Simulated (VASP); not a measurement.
Here is a VASP 6.6.1 calculation.

Contents of INCAR:

```
PREC     = Accurate       # precision mode
ENCUT    = 520            # plane-wave cutoff, eV
EDIFF    = 1E-6           # SCF threshold, eV
ISMEAR   = -1             # smearing method
SIGMA    = 0.1            # smearing width, eV
LREAL    = False          # projectors in reciprocal space
LASPH    = True           # aspherical terms in the spheres
NELM     = 80             # most SCF steps
ALGO     = Normal         # electronic algorithm
ISIF     = 2              # what is computed and relaxed
LWAVE    = False          # write WAVECAR
LCHARG   = False          # write CHGCAR
GGA      = RE             # functional
NBANDS   = 17             # bands
```

File KPOINTS:

```
regular mesh
0
Gamma
  18 18 10
```

POSCAR

```
Hf
1.0
    3.2252761513      0.0000000000      0.0000000000
   -1.6126380756      2.7931710812      0.0000000000
    0.0000000000      0.0000000000      5.1056711910
Hf
2
Direct
    0.3333333333      0.6666666667      0.2500000000
    0.6666666667      0.3333333333      0.7500000000
```

Potentials or basis: VASP PAW PBE potentials, release 64 (Hf_pv).

Run with:

```bash
$ cat potpaw_PBE.64/Hf_pv/POTCAR > POTCAR
$ mpirun -np 1 vasp_std > vasp.out
```

**Question.** Predict the band gap on the k mesh.

**Answer.** Zero (bands 10 and 11 overlap by 1.64 eV).

**Question.** What does it give for the pressure?

**Answer.** -0.5 GPa.

Stress tensor (GPa, compression positive):
```
-0.47  0.00  0.00
 0.00 -0.47  0.00
 0.00  0.00 -0.60
```

Caveat: the PAW data sets were made with another functional, which shifts forces and pressure a little; spin-orbit coupling is left out, which moves the levels of the heavy elements.
